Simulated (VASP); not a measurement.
# Hf (Fm-3m) in VASP: further runs

Hf is run at these levels: PBE, PBEsol; tasks: single point.

All numbers are computed with VASP 6.6.1; they aren't measurements. Logs are shortened: lines on timing, memory, paths and dates and some standing lists are left out, and cuts for length are marked.

## Step 1: The cell of the first run

Symmetry: Fm-3m, No. 225, cubic system. Conventional cell: a = 4.440 Å, b = 4.440 Å, c = 4.440 Å, α = 90.00°, β = 90.00°, γ = 90.00°. Hf (site symmetry m-3m) has 12 Hf at 3.14 Å within 4.1 Å.

## Step 2: Single point, PBE

Contents of INCAR:

```
ALGO = Normal ; EDIFF = 1E-6
ENCUT = 520 ; GGA = PE
ISIF = 2 ; ISMEAR = 0
LASPH = T ; LCHARG = T
LELF = T ; LREAL = F
LVHAR = T ; LWAVE = F
NBANDS = 11 ; NELM = 100
PREC = Accurate ; SIGMA = 0.05
```

Contents of KPOINTS:

```
k-points
0
Gamma
  14 14 14
```

Contents of POSCAR:

```
Hf
1.0
    0.0000000000      2.2200000000      2.2200000000
    2.2200000000      0.0000000000      2.2200000000
    2.2200000000      2.2200000000      0.0000000000
Hf
1
Direct
    0.0000000000      0.0000000000      0.0000000000
```

Potentials or basis: VASP PAW PBE potentials, release 64 (Hf_pv).

Launch:

```
$ cat potpaw_PBE.64/Hf_pv/POTCAR > POTCAR
$ mpirun -np 1 vasp_std > vasp.out
```

OUTCAR:

```text
EDIFF = 1E-6
   ENCUT = 520
   GGA = PE
   ISIF = 2
   ISMEAR = 0
   LASPH = T
   LREAL = F
   NELM = 100
   PREC = Accurate

 ion  position               nearest neighbor table
   1  0.000  0.000  0.000-

  LATTYP: Found a face centered cubic cell.
 ALAT       =     4.4400000000

  Lattice vectors:

 A1 = (   0.0000000000,   2.2200000000,   2.2200000000)
 A2 = (   2.2200000000,   0.0000000000,   2.2200000000)
 A3 = (   2.2200000000,   2.2200000000,   0.0000000000)

Analysis of symmetry for initial positions (statically):
=====================================================================
 Subroutine PRICEL returns:
 Original cell was already a primitive cell.

 Routine SETGRP: Setting up the symmetry group for a
 face centered cubic supercell.

 Subroutine GETGRP returns: Found 48 space group operations
 (whereof 48 operations were pure point group operations)
 out of a pool of 48 trial point group operations.

The static configuration has the point symmetry O_h .

Analysis of symmetry for dynamics (positions and initial velocities):
=====================================================================
 Subroutine PRICEL returns:
 Original cell was already a primitive cell.

 Routine SETGRP: Setting up the symmetry group for a
 face centered cubic supercell.

 Subroutine GETGRP returns: Found 48 space group operations
 (whereof 48 operations were pure point group operations)
 out of a pool of 48 trial point group operations.

The dynamic configuration has the point symmetry O_h .

 Subroutine INISYM returns: Found 48 space group operations
 (whereof 48 operations are pure point group operations),
 and found     1 'primitive' translations

----------------------------------------------------------------------------------------

                                     Primitive cell

  volume of cell :      21.8821

  direct lattice vectors                    reciprocal lattice vectors
     0.000000000  2.220000000  2.220000000    -0.225225225  0.225225225  0.225225225
     2.220000000  0.000000000  2.220000000     0.225225225 -0.225225225  0.225225225
     2.220000000  2.220000000  0.000000000     0.225225225  0.225225225 -0.225225225

  length of vectors
     3.139554108  3.139554108  3.139554108     0.390101533  0.390101533  0.390101533

  position of ions in fractional coordinates (direct lattice)
     0.000000000  0.000000000  0.000000000

  ion indices of the primitive-cell ions
   primitive index   ion index
                 1           1

----------------------------------------------------------------------------------------

 KPOINTS: k-points

Automatic generation of k-mesh.
 Grid dimensions read from file:
 generate k-points for:   14   14   14

 Generating k-lattice:

  Cartesian coordinates                     Fractional coordinates (reciprocal lattice)
    -0.016087516  0.016087516  0.016087516     0.071428571  0.000000000  0.000000000
     0.016087516 -0.016087516  0.016087516     0.000000000  0.071428571  0.000000000
     0.016087516  0.016087516 -0.016087516     0.000000000  0.000000000  0.071428571

  Length of vectors
     0.027864395  0.027864395  0.027864395

  Shift w.r.t. Gamma in fractional coordinates (k-lattice)
     0.000000000  0.000000000  0.000000000

 Subroutine IBZKPT returns following result:
 ===========================================

 Found    104 irreducible k-points:

 Following reciprocal coordinates:
            Coordinates               Weight
  0.000000  0.000000  0.000000      1.000000
  0.071429  0.000000  0.000000      8.000000
  0.142857  0.000000  0.000000      8.000000
  0.214286  0.000000  0.000000      8.000000
  0.285714  0.000000  0.000000      8.000000
  0.357143  0.000000  0.000000      8.000000
[... 16 lines left out ...]
  0.214286  0.142857  0.000000     24.000000
  0.285714  0.142857  0.000000     24.000000
 [... further k-points ...]
   k-points           NKPTS =    104   k-points in BZ     NKDIM =    104   number of bands    NBANDS=     11
   number of dos      NEDOS =    301   number of ions     NIONS =      1
   total plane-waves  NPLWV =  13824
   dimension x,y,z NGX =    24 NGY =   24 NGZ =   24
   dimension x,y,z NGXF=    48 NGYF=   48 NGZF=   48
   ions per type =               1
   NGX,Y,Z   is equivalent  to a cutoff of  12.71, 12.71, 12.71 a.u.
   NGXF,Y,Z  is equivalent  to a cutoff of  25.42, 25.42, 25.42 a.u.
 SYSTEM =  unknown system
   PREC   = accura    normal or accurate (medium, high low for compatibility)
   ISTART =      0    job   : 0-new  1-cont  2-samecut
   ICHARG =      2    charge: 1-file 2-atom 10-const
   ISPIN  =      1    spin polarized calculation?
   LNONCOLLINEAR =      F non collinear calculations
   LSORBIT =      F    spin-orbit coupling
   LASPH  =      T    aspherical Exc in radial PAW
   ENCUT  =  520.0 eV  38.22 Ry    6.18 a.u.   5.84  5.84  5.84*2*pi/ulx,y,z
   NELM   =    100;   NELMIN=  2; NELMDL= -5     # of ELM steps
   EDIFF  = 0.1E-05   stopping-criterion for ELM
   LREAL  =      F    real-space projection
   EDIFFG = 0.1E-04   stopping-criterion for IOM
   NSW    =      0    number of steps for IOM
   IBRION =     -1    ionic relax: 0-MD 1-quasi-New 2-CG
   NFREE  =      0    steps in history (QN), initial steepest desc. (CG)
   ISIF   =      2    stress and relaxation
   ISYM   =      2    0-nonsym 1-usesym 2-fastsym
   POTIM  = 0.5000    time-step for ionic-motion
   TEBEG  =    0.0;   TEEND  =   0.0 temperature during run
   PSTRESS=    0.0 pullay stress
   NELECT =      10.0000    total number of electrons
   NUPDOWN=      -1.0000    fix difference up-down
   EMIN   =  10.00;   EMAX   =-10.00  energy-range for DOS
   EFERMI =   0.00;   METHOD = LEGACY
   ISMEAR =     0;   SIGMA  =   0.05  broadening in eV -4-tet -1-fermi 0-gaus
   EFERMI_NEDOS =   21; number of points for ismear=-14 and -15
   IALGO  =     38    algorithm
   IMIX   =      4    mixing-type and parameters
     AMIX     =   0.40;   BMIX     =  1.00
     AMIX_MAG =   1.60;   BMIX_MAG =  1.00
  volume/ion in A,a.u.               =      21.88       147.67
  Fermi-wavevector in a.u.,A,eV,Ry     =   1.260991  2.382927 21.634588  1.590097
  Thomas-Fermi vector in A             =   2.394472
   LORBIT       =      0    0 simple, 1 ext, 2 COOP (PROOUT), +10 PAW based schemes
   GGA     = PE    functional components
   LHFCALC =     F    Hartree Fock is set to
   AEXX    =    0.0000 exact exchange contribution
   IVDW    =     0    specifies the selected vdW correction
   LEPSILON=     F    determine dielectric tensor
   LRPA    =     F    only Hartree local field effects (RPA)
 non-spin polarized calculation
 Gauss-broadening in eV      SIGMA  =   0.05
  energy-cutoff  :      520.00
  volume of cell :       21.88
 maximum number of plane-waves:       609
   NGX = 11   NGY = 11   NGZ = 11

 number of electron      10.0000000 magnetization

 Free energy of the ion-electron system (eV)
  ---------------------------------------------------
  ext. energy  EPLUGINS =         0.00000000
  ---------------------------------------------------
  free energy    TOTEN  =        -9.84741626 eV

  energy without entropy =       -9.84494311  energy(sigma->0) =       -9.84617968

 E-fermi :   4.8713     XC(G=0): -11.3873

 val. band max:        4.8595668240   @ k =   0.2857   0.1429   0.0714
 cond. band min:       4.8779808731   @ k =  -0.4286   0.2857   0.1429
 fundamental gap:      0.0184140490
 Fermi energy:         4.8712594448

 k-point     1 :       0.0000    0.0000    0.0000
  band No.  band energies     occupation
      1     -25.0405      2.00000
      2     -25.0405      2.00000
      3     -25.0405      2.00000
      4      -2.3906      2.00000
      5       6.3066      0.00000
      6       6.3066      0.00000
      7       6.3066      0.00000
      8       9.1777      0.00000
      9       9.1777      0.00000
     10      16.2806      0.00000
     11      18.0355      0.00000

 k-point     2 :       0.0714    0.0000    0.0000
  band No.  band energies     occupation
      1     -25.0869      2.00000
      2     -25.0464      2.00000
      3     -25.0464      2.00000
      4      -2.2075      2.00000
      5       6.1192      0.00000
      6       6.3943      0.00000
      7       6.3943      0.00000
      8       9.0803      0.00000
      9       9.0803      0.00000
     10      16.6896      0.00000
     11      18.0348      0.00000

 k-point     3 :       0.1429    0.0000    0.0000
  band No.  band energies     occupation
      1     -25.2149      2.00000
      2     -25.0626      2.00000
      3     -25.0626      2.00000
      4      -1.6849      2.00000
      5       5.6710      0.00000
      6       6.5958      0.00000
      7       6.5958      0.00000
      8       8.9051      0.00000
      9       8.9051      0.00000
     10      17.5517      0.00000
     11      18.0320      0.00000

 k-point     4 :       0.2143    0.0000    0.0000
  band No.  band energies     occupation
      1     -25.3952      2.00000
      2     -25.0860      2.00000
      3     -25.0860      2.00000
      4      -0.9074      2.00000
      5       5.1912      0.00000
      6       6.7086      0.00000
      7       6.7086      0.00000
      8       8.9626      0.00000
      9       8.9626      0.00000
     10      16.8720      0.00000
     11      18.0374      0.00000
[... 239 lines left out ...]
 k-point    22 :       0.1429    0.1429    0.0000
  band No.  band energies     occupation
      1     -25.2104      2.00000
      2     -25.1007      2.00000
      3     -25.1007      2.00000
      4      -1.4487      2.00000
      5       5.3208      0.00000
      6       6.8796      0.00000
      7       6.8796      0.00000
      8       7.8944      0.00000
      9       9.5240      0.00000
     10      18.0332      0.00000
     11      18.3047      0.00000

 k-point    23 :       0.2143    0.1429    0.0000
  band No.  band energies     occupation
      1     -25.3274      2.00000
      2     -25.1304      2.00000
      3     -25.1235      2.00000
      4      -0.8621      2.00000
      5       4.9056      0.33116
      6       6.8958      0.00000
      7       7.1517      0.00000
      8       7.7209      0.00000
      9       9.7013      0.00000
     10      18.0300      0.00000
     11      18.8554      0.00000

 k-point    24 :       0.2857    0.1429    0.0000
  band No.  band energies     occupation
      1     -25.4865      2.00000
      2     -25.1597      2.00000
      3     -25.1510      2.00000
      4      -0.0646      2.00000
      5       4.5526      2.00000
      6       6.3512      0.00000
      7       7.2504      0.00000
      8       8.3853      0.00000
      9      10.0742      0.00000
     10      17.7506      0.00000
     11      18.0566      0.00000

 [... further k-points ...]

------------------------ aborting loop because EDIFF is reached ----------------------------------------

  FORCE on cell =-STRESS in cart. coord.  units (eV):
  Direction    XX          YY          ZZ          XY          YZ          ZX
  --------------------------------------------------------------------------------------
  -------------------------------------------------------------------------------------
  Total        0.3804180      0.3804180      0.3804180     -0.0000000     -0.0000000      0.0000000
  in kB       27.8536925     27.8536925     27.8536925     -0.0000000     -0.0000000      0.0000000
  external PRESSURE =      27.8536925 kB  Pullay stress =       0.0000000 kB

 VOLUME and BASIS-vectors are now :
 -----------------------------------------------------------------------------
  energy-cutoff  :      520.00
  volume of cell :       21.88
      direct lattice vectors                 reciprocal lattice vectors
     0.000000000  2.220000000  2.220000000    -0.225225225  0.225225225  0.225225225
     2.220000000  0.000000000  2.220000000     0.225225225 -0.225225225  0.225225225
     2.220000000  2.220000000  0.000000000     0.225225225  0.225225225 -0.225225225

 POSITION                                       TOTAL-FORCE (eV/Angst)
 -----------------------------------------------------------------------------------
      0.00000      0.00000      0.00000         0.000000      0.000000      0.000000
 -----------------------------------------------------------------------------------
    total drift:                                0.000000      0.000000      0.000000

  FREE ENERGIE OF THE ION-ELECTRON SYSTEM (eV)
  ---------------------------------------------------
  free  energy   TOTEN  =        -9.8474162568 eV

  energy  without entropy=       -9.8449431082  energy(sigma->0) =       -9.84617968
```

It took 6.2 s on 1 thread of Intel Xeon 6975P-C (Granite Rapids), shared host; peak memory 0.15 GiB.

Results:

* Free energy: -9.8474 eV
* Pressure: 2.8 GPa
* Band gap on the k mesh: zero (band 5 reaches 6.31 eV, above the bottom of band 6 at 4.23 eV)

Caveat: spin-orbit coupling is left out, which moves the levels of the heavy elements.

## Step 3: Single point, PBE

Contents of INCAR:

```
SYSTEM = Hf
PREC = Accurate
ENCUT = 520
EDIFF = 1E-6
ISMEAR = 0
SIGMA = 0.05
LREAL = .FALSE.
LASPH = .TRUE.
NELM = 60
ALGO = Fast
ISIF = 2
LWAVE = .FALSE.
LCHARG = .TRUE.
GGA = PE
LELF = .TRUE.
LVHAR = .TRUE.
NBANDS = 11
```

Contents of KPOINTS:

```
regular mesh
0
G
  14 14 14
  0 0 0
```

POSCAR is that of step 2.

Potentials or basis: VASP PAW PBE potentials, release 64 (Hf_pv).

Launch:

```
$ cat potpaw_PBE.64/Hf_pv/POTCAR > POTCAR
$ mpirun -np 1 vasp_std > vasp.out
```

Run time: 7.2 s. Hardware: 1 thread of Intel Xeon 6975P-C (Granite Rapids), shared host; peak memory 0.15 GiB.

Results (log left out):

```yaml
Free_energy: -9.8474 eV
Pressure: 2.8 GPa
Band_gap_on_the_k_mesh: zero (band 5 reaches 6.31 eV, above the bottom of band 6 at 4.23 eV)
```

Levels at points of the mesh, in eV from the Fermi level:
| k point | band 1 | band 2 | band 3 | band 4 | band 5 | band 6 | band 7 | band 8 | band 9 | band 10 |
| --- | --- | --- | --- | --- | --- | --- | --- | --- | --- | --- |
| (0.00, 0.00, 0.00) | -29.91 | -29.91 | -29.91 | -7.26 | 1.44 | 1.44 | 1.44 | 4.31 | 4.31 | 11.41 |
| (0.50, 0.00, 0.00) | -30.79 | -30.03 | -30.03 | -3.68 | 0.68 | 1.21 | 1.21 | 6.48 | 6.48 | 9.69 |
| (0.50, 0.50, 0.00) | -30.73 | -30.23 | -30.23 | -3.32 | -2.19 | 2.66 | 6.50 | 7.13 | 7.13 | 10.12 |

Caveat: spin-orbit coupling is left out, which moves the levels of the heavy elements.

## Step 4: Single point, PBE

This run uses another cell than the first one, of 26.26 Å³/atom, 1.200 times its volume.

Contents of INCAR:

```
SYSTEM = Hf
  PREC = Accurate
  ENCUT = 520
  EDIFF = 1E-6
  ISMEAR = 0
  SIGMA = 0.05
  LREAL = .FALSE.
  LASPH = .TRUE.
  NELM = 60
  ALGO = Fast
  ISIF = 2
  LWAVE = .FALSE.
  LCHARG = .FALSE.
  GGA = PE
  NBANDS = 11
```

Contents of KPOINTS:

```
Automatic mesh
0
G
  14 14 14
  0 0 0
```

Contents of POSCAR:

```
Hf
1.0
    0.0000000000      2.3591020236      2.3591020236
    2.3591020236      0.0000000000      2.3591020236
    2.3591020236      2.3591020236      0.0000000000
Hf
1
Direct
    0.0000000000      0.0000000000      0.0000000000
```

Launch:

```
$ cat potpaw_PBE.64/Hf_pv/POTCAR > POTCAR
$ mpirun -np 1 vasp_std > vasp.out
```

Wall time 16 s (1 thread of Intel Xeon 6975P-C (Granite Rapids), shared host); peak memory 0.17 GiB.

It converged, with:

```
Free energy            : -9.6904 eV
Pressure               : -12.3 GPa
Band gap on the k mesh : zero (band 5 reaches 4.99 eV, above the bottom of band 6 at 3.25 eV)
```

Levels at points of the mesh, in eV from the Fermi level:
```csv
k point,band 2,band 3,band 4,band 5,band 6,band 7,band 8,band 9
"(0.00, 0.00, 0.00)",-30.61,-30.61,-6.65,1.30,1.30,1.30,3.56,3.56
"(0.50, 0.00, 0.00)",-30.68,-30.68,-3.21,0.18,1.14,1.14,5.24,5.24
"(0.50, 0.50, 0.00)",-30.78,-30.78,-2.65,-1.62,1.82,5.24,5.72,5.72
```

Caveat: spin-orbit coupling is left out, which moves the levels of the heavy elements.

## Step 5: Single point, PBEsol

Contents of INCAR:

```
PREC = Accurate
ENCUT = 500
EDIFF = 1E-6
ISMEAR = 0
SIGMA = 0.05
LREAL = F
LASPH = T
NELM = 120
ALGO = Normal
ISIF = 2
LWAVE = F
LCHARG = F
GGA = PS
NBANDS = 11
GGA_COMPAT = F
```

Contents of KPOINTS:

```
Automatic mesh
0
Gamma
  14 14 14
```

Contents of POSCAR:

```
Hf
1.0
    0.0000000000      2.2200000000      2.2200000000
    2.2200000000      0.0000000000      2.2200000000
    2.2200000000      2.2200000000      0.0000000000
Hf
1
Direct
    0.0000000000      0.0000000000      0.0000000000
```

Launch:

```
$ cat potpaw_PBE.64/Hf_pv/POTCAR > POTCAR
$ mpirun -np 1 vasp_std > vasp.out
```

Wall time 6.2 s (1 thread of Intel Xeon 6975P-C (Granite Rapids), shared host); peak memory 0.15 GiB.

Results (log left out):

```yaml
Free_energy: -10.4309 eV
Pressure: -1.9 GPa
Band_gap_on_the_k_mesh: zero (band 5 reaches 6.13 eV, above the bottom of band 6 at 4.07 eV)
```

Levels at points of the mesh, in eV from the Fermi level:
```tsv
k point	band 2	band 3	band 4	band 5	band 6	band 7	band 8	band 9
(0.00, 0.00, 0.00)	-29.86	-29.86	-7.27	1.42	1.42	1.42	4.28	4.28
(0.50, 0.00, 0.00)	-29.98	-29.98	-3.69	0.71	1.19	1.19	6.48	6.48
(0.50, 0.50, 0.00)	-30.18	-30.18	-3.33	-2.19	2.68	6.49	7.13	7.13
```

Caveat: the PAW data sets were made with another functional, which shifts forces and pressure a little; spin-orbit coupling is left out, which moves the levels of the heavy elements.

## Step 6: Summary

```tsv
level	cell	cutoff (eV)	gap on the mesh (eV)	pressure (GPa)
PBE	a = 3.140 Å, angles 60.0°, 1 atom	520	none	2.8
PBE	a = 3.336 Å, angles 60.0°, 1 atom	520	none	-12.3
PBEsol	a = 3.140 Å, angles 60.0°, 1 atom	500	none	-1.9
```

Alike in all rows: task single point; potentials or basis VASP PAW PBE potentials, release 64 (Hf_pv); no spin polarisation; k mesh 14 × 14 × 14; smearing gaussian 0.05 eV.

Caveats: spin-orbit coupling is left out, which moves the levels of the heavy elements; the PAW data sets were made with another functional, which shifts forces and pressure a little (some runs).

Total energies depend on the potentials used, so only differences within one code and one set of settings carry meaning.
